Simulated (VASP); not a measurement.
# BeZn3Se4 (Pmm2) in VASP: relaxation of cell and atoms with PBE

Aim: the relaxation of cell and atoms of BeZn3Se4 with PBE.

Program: VASP 6.6.1. These are calculated values, not measurements. Logs are shortened: lines on timing, memory, paths and dates and some standing lists are left out, and cuts for length are marked.

### Step 1. The cell of the first run

The structure is orthorhombic, space group Pmm2 (No. 25). Conventional cell: a = 3.949 Å, b = 7.939 Å, c = 5.572 Å, α = 90.00°, β = 90.00°, γ = 90.00°. Be (site symmetry mm2) has 4 Se at 2.25 to 2.32 Å within 3.0 Å. Zn (site symmetry mm2) has 4 Se at 2.46 to 2.49 Å within 3.2 Å. Zn (site symmetry m) has 4 Se at 2.46 to 2.48 Å within 3.2 Å. Se (site symmetry m) has 1 Be at 2.25 Å and 3 Zn at 2.46 to 2.49 Å within 3.0 Å. Se (site symmetry mm2) has 4 Zn at 2.46 Å within 3.2 Å. Se (site symmetry mm2) has 2 Be at 2.32 Å and 2 Zn at 2.48 Å within 3.1 Å.

### Step 2. Relaxation of cell and atoms, PBE

INCAR

```
ALGO     = Normal         # electronic algorithm
EDIFF    = 1E-6           # SCF threshold, eV
EDIFFG   = -0.01          # ionic threshold
ENCUT    = 600            # plane-wave cutoff, eV
GGA      = PE             # functional
IBRION   = 2              # ionic algorithm
ISIF     = 3              # what is computed and relaxed
ISMEAR   = 0              # smearing method
LASPH    = True           # aspherical terms in the spheres
LCHARG   = False          # write CHGCAR
LREAL    = False          # projectors in reciprocal space
LWAVE    = False          # write WAVECAR
NELM     = 100            # most SCF steps
NSW      = 100            # ionic steps
PREC     = Accurate       # precision mode
SIGMA    = 0.02           # smearing width, eV
```

KPOINTS

```
k-points
0
Gamma
  8 4 6
```

POSCAR

```
BeZn3Se4
1.0
    3.9489400771      0.0000000000      0.0000000000
    0.0000000000      7.9388154853      0.0000000000
    0.0000000000      0.0000000000      5.5724737352
Be Zn Se
1 3 4
Direct
    0.0000000000      0.5000000000      0.0060432825
    0.0000000000      0.0000000000      0.9989873110
    0.5000000000      0.7382966749      0.5000456533
    0.5000000000      0.2617033251      0.5000456533
    0.0000000000      0.2662515651      0.2353669231
    0.0000000000      0.7337484349      0.2353669231
    0.5000000000      0.0000000000      0.7367987910
    0.5000000000      0.5000000000      0.7873454626
```

Potentials or basis: VASP PAW PBE potentials, release 64 (Be, Zn, Se).

Launch:

```console
> cat potpaw_PBE.64/Be/POTCAR potpaw_PBE.64/Zn/POTCAR potpaw_PBE.64/Se/POTCAR > POTCAR
> mpirun -np 1 vasp_std > vasp.out
```

OUTCAR:

```text
EDIFF = 1E-6
   EDIFFG = -0.01
   ENCUT = 600
   GGA = PE
   IBRION = 2
   ISIF = 3
   ISMEAR = 0
   LASPH = True
   LREAL = False
   NELM = 100
   NSW = 100
   PREC = Accurate

 ion  position               nearest neighbor table
   1  0.000  0.500  0.006-   5 2.25   6 2.25   8 2.32   8 2.32
   2  0.000  0.000  0.999-   7 2.46   7 2.46   5 2.49   6 2.49
   3  0.500  0.738  0.500-   7 2.46   6 2.46   6 2.46   8 2.48
   4  0.500  0.262  0.500-   7 2.46   5 2.46   5 2.46   8 2.48
   5  0.000  0.266  0.235-   1 2.25   4 2.46   4 2.46   2 2.49
   6  0.000  0.734  0.235-   1 2.25   3 2.46   3 2.46   2 2.49
   7  0.500  0.000  0.737-   2 2.46   2 2.46   4 2.46   3 2.46
   8  0.500  0.500  0.787-   1 2.32   1 2.32   4 2.48   3 2.48

  LATTYP: Found a simple orthorhombic cell.
 ALAT       =     3.9489400771
 B/A-ratio  =     1.4111315002
 C/A-ratio  =     2.0103661566

  Lattice vectors:

 A1 = (  -3.9489400771,   0.0000000000,   0.0000000000)
 A2 = (   0.0000000000,   0.0000000000,   5.5724737352)
 A3 = (   0.0000000000,   7.9388154853,   0.0000000000)

Analysis of symmetry for initial positions (statically):
=====================================================================
 Subroutine PRICEL returns:
 Original cell was already a primitive cell.

 Routine SETGRP: Setting up the symmetry group for a
 simple orthorhombic supercell.

 Subroutine GETGRP returns: Found  4 space group operations
 (whereof  4 operations were pure point group operations)
 out of a pool of  8 trial point group operations.

The static configuration has the point symmetry C_2v.

Analysis of symmetry for dynamics (positions and initial velocities):
=====================================================================
 Subroutine PRICEL returns:
 Original cell was already a primitive cell.

 Routine SETGRP: Setting up the symmetry group for a
 simple orthorhombic supercell.

 Subroutine GETGRP returns: Found  4 space group operations
 (whereof  4 operations were pure point group operations)
 out of a pool of  8 trial point group operations.

The dynamic configuration has the point symmetry C_2v.

 Subroutine INISYM returns: Found  4 space group operations
 (whereof  4 operations are pure point group operations),
 and found     1 'primitive' translations

----------------------------------------------------------------------------------------

                                     Primitive cell

[... 104 lines left out ...]
   EDIFFG = -.1E-01   stopping-criterion for IOM
   NSW    =    100    number of steps for IOM
   IBRION =      2    ionic relax: 0-MD 1-quasi-New 2-CG
   NFREE  =      1    steps in history (QN), initial steepest desc. (CG)
   ISIF   =      3    stress and relaxation
   ISYM   =      2    0-nonsym 1-usesym 2-fastsym
   POTIM  = 0.5000    time-step for ionic-motion
   TEBEG  =    0.0;   TEEND  =   0.0 temperature during run
   PSTRESS=    0.0 pullay stress
   NELECT =      62.0000    total number of electrons
   NUPDOWN=      -1.0000    fix difference up-down
   EMIN   =  10.00;   EMAX   =-10.00  energy-range for DOS
   EFERMI =   0.00;   METHOD = LEGACY
   ISMEAR =     0;   SIGMA  =   0.02  broadening in eV -4-tet -1-fermi 0-gaus
   EFERMI_NEDOS =   21; number of points for ismear=-14 and -15
   IALGO  =     38    algorithm
   IMIX   =      4    mixing-type and parameters
     AMIX     =   0.40;   BMIX     =  1.00
     AMIX_MAG =   1.60;   BMIX_MAG =  1.00
  volume/ion in A,a.u.               =      21.84       147.36
  Fermi-wavevector in a.u.,A,eV,Ry     =   1.159073  2.190330 18.278737  1.343449
  Thomas-Fermi vector in A             =   2.295669
   LORBIT       =      0    0 simple, 1 ext, 2 COOP (PROOUT), +10 PAW based schemes
   GGA     = PE    functional components
   LHFCALC =     F    Hartree Fock is set to
   AEXX    =    0.0000 exact exchange contribution
   IVDW    =     0    specifies the selected vdW correction
   LEPSILON=     F    determine dielectric tensor
   LRPA    =     F    only Hartree local field effects (RPA)
 conjugate gradient relaxation of ions
 non-spin polarized calculation
 Gauss-broadening in eV      SIGMA  =   0.02
  energy-cutoff  :      600.00
  volume of cell :      174.70
 maximum number of plane-waves:      5870
 NGX is ok and might be reduce to    32
   NGX = 15   NGY = 31   NGZ = 23

--------------------------------------- Ionic step        1  -------------------------------------------

 number of electron      62.0000010 magnetization

 Free energy of the ion-electron system (eV)
  ---------------------------------------------------
  ext. energy  EPLUGINS =         0.00000000
  ---------------------------------------------------
  free energy    TOTEN  =       -26.80990632 eV

  energy without entropy =      -26.80990632  energy(sigma->0) =      -26.80990632

------------------------ aborting loop because EDIFF is reached ----------------------------------------

  FORCE on cell =-STRESS in cart. coord.  units (eV):
  Direction    XX          YY          ZZ          XY          YZ          ZX
  --------------------------------------------------------------------------------------
  -------------------------------------------------------------------------------------
  Total        0.3118433      0.0169391      0.5746131      0.0000000      0.0000000      0.0000000
  in kB        2.8599783      0.1553523      5.2698929      0.0000000      0.0000000      0.0000000
  external PRESSURE =       2.7617412 kB  Pullay stress =       0.0000000 kB
[... 281 lines left out ...]
--------------------------------------- Ionic step        8  -------------------------------------------

 number of electron      62.0000020 magnetization

 Free energy of the ion-electron system (eV)
  ---------------------------------------------------
  ext. energy  EPLUGINS =         0.00000000
  ---------------------------------------------------
  free energy    TOTEN  =       -26.81274855 eV

  energy without entropy =      -26.81274855  energy(sigma->0) =      -26.81274855

 E-fermi :   1.8972     XC(G=0):  -9.2334

 val. band max:        1.7886257301   @ k =   0.0000   0.0000   0.0000
 cond. band min:       3.4280129586   @ k =   0.0000   0.0000   0.0000
 fundamental gap:      1.6393872285
 Fermi energy:         1.8971848949

 k-point     1 :       0.0000    0.0000    0.0000
  band No.  band energies     occupation
      1     -11.4660      2.00000
      2     -10.6258      2.00000
      3     -10.6249      2.00000
      4     -10.2917      2.00000
      5      -4.6719      2.00000
      6      -4.6671      2.00000
[... 949 lines left out ...]
     36       6.2985      0.00000
     37       7.0073      0.00000

 [... further k-points ...]
[... 5 lines left out ...]
  --------------------------------------------------------------------------------------
  -------------------------------------------------------------------------------------
  Total        0.0204647     -0.0246660      0.0157495      0.0000000      0.0000000      0.0000000
  in kB        0.1868803     -0.2252462      0.1438220      0.0000000      0.0000000      0.0000000
  external PRESSURE =       0.0351521 kB  Pullay stress =       0.0000000 kB
[... 23 lines left out ...]
  FREE ENERGIE OF THE ION-ELECTRON SYSTEM (eV)
  ---------------------------------------------------
  free  energy   TOTEN  =       -26.8127485493 eV

  energy  without entropy=      -26.8127485493  energy(sigma->0) =      -26.81274855

 reached required accuracy - stopping structural energy minimisation
```

It took 40 min on 1 thread of Oxide Virtual Turin-like, shared host; peak memory 0.58 GiB.

Results:

```
Free energy                           : -26.8127 eV
Relaxed volume                        : 21.93 Å³/atom
Relaxed cell                          : a = 3.949 Å, b = 7.915 Å, c = 5.613 Å, α = 90.00°, β = 90.00°, γ = 90.00°
Space group after relaxing (to 0.1 Å) : Pmm2 (No. 25)
Energy gained by relaxing             : 0.4 meV/atom
Ionic steps                           : 8
Pressure after relaxing               : 0.0 GPa
Largest force after relaxing          : 0.009 eV/Å
Band gap on the k mesh                : 1.64 eV
```

Forces on the atoms (eV/Å):
```
Be   0.000  0.000  0.006
Zn   0.000  0.000  0.009
Zn   0.000 -0.001  0.000
Zn   0.000  0.001  0.000
Se   0.000  0.000 -0.004
Se   0.000  0.000 -0.004
Se   0.000  0.000 -0.008
Se   0.000  0.000  0.001
```

Step by step:
| step | energy change (eV) | largest force (eV/Å) | pressure (GPa) | volume (Å³) |
| --- | --- | --- | --- | --- |
| 1 | 0.0000 | 0.0517 | 0.28 | 174.70 |
| 2 | -0.0018 | 0.0306 | -0.07 | 175.65 |
| 3 | -0.0018 | 0.0276 | -0.14 | 175.82 |
| 4 | -0.0025 | 0.0160 | -0.06 | 175.63 |
| 5 | -0.0028 | 0.0223 | 0.01 | 175.42 |
| 6 | -0.0028 | 0.0209 | 0.01 | 175.44 |
| 7 | -0.0028 | 0.0105 | 0.00 | 175.45 |
| 8 | -0.0028 | 0.0091 | 0.00 | 175.45 |

Final structure:
```cif
data_structure
_symmetry_space_group_name_H-M 'P 1'
_symmetry_Int_Tables_number 1
_cell_length_a 3.9490
_cell_length_b 7.9151
_cell_length_c 5.6132
_cell_angle_alpha 90.000
_cell_angle_beta 90.000
_cell_angle_gamma 90.000
_cell_volume 175.45
loop_
_atom_site_label
_atom_site_type_symbol
_atom_site_fract_x
_atom_site_fract_y
_atom_site_fract_z
_atom_site_occupancy
Be1 Be 0.00000 0.50000 0.00471 1
Zn1 Zn 0.00000 0.00000 0.99821 1
Zn2 Zn 0.50000 0.73754 0.50045 1
Zn3 Zn 0.50000 0.26246 0.50045 1
Se1 Se 0.00000 0.26683 0.23574 1
Se2 Se 0.00000 0.73317 0.23574 1
Se3 Se 0.50000 0.00000 0.73743 1
Se4 Se 0.50000 0.50000 0.78727 1
```

Levels at points of the mesh, in eV from the valence-band top:
| k point | band 27 | band 28 | band 29 | band 30 | band 31 | band 32 | band 33 | band 34 | band 35 | band 36 |
| --- | --- | --- | --- | --- | --- | --- | --- | --- | --- | --- |
| (0.00, 0.00, 0.00) | -1.09 | -0.76 | -0.15 | -0.06 | 0.00 | 1.64 | 2.77 | 3.51 | 4.32 | 4.45 |
| (0.50, 0.00, 0.00) | -2.32 | -2.12 | -2.09 | -1.14 | -0.80 | 2.87 | 2.92 | 3.19 | 3.44 | 4.40 |
| (0.00, 0.50, 0.00) | -1.56 | -1.01 | -0.96 | -0.34 | -0.08 | 3.25 | 3.31 | 3.37 | 3.94 | 5.12 |
| (0.50, 0.50, 0.00) | -2.25 | -2.23 | -1.92 | -1.80 | -1.75 | 3.82 | 3.85 | 4.10 | 4.14 | 4.24 |
| (0.00, 0.00, 0.50) | -1.10 | -0.99 | -0.83 | -0.82 | -0.70 | 2.62 | 2.73 | 3.65 | 4.10 | 4.26 |
| (0.50, 0.00, 0.50) | -2.69 | -1.14 | -0.97 | -0.87 | -0.70 | 2.51 | 2.75 | 5.48 | 5.51 | 5.52 |
| (0.00, 0.50, 0.50) | -1.18 | -1.04 | -0.96 | -0.88 | -0.86 | 3.40 | 3.52 | 3.64 | 3.74 | 5.53 |
| (0.50, 0.50, 0.50) | -2.35 | -1.60 | -1.50 | -1.47 | -1.44 | 3.95 | 4.08 | 4.27 | 4.91 | 5.34 |
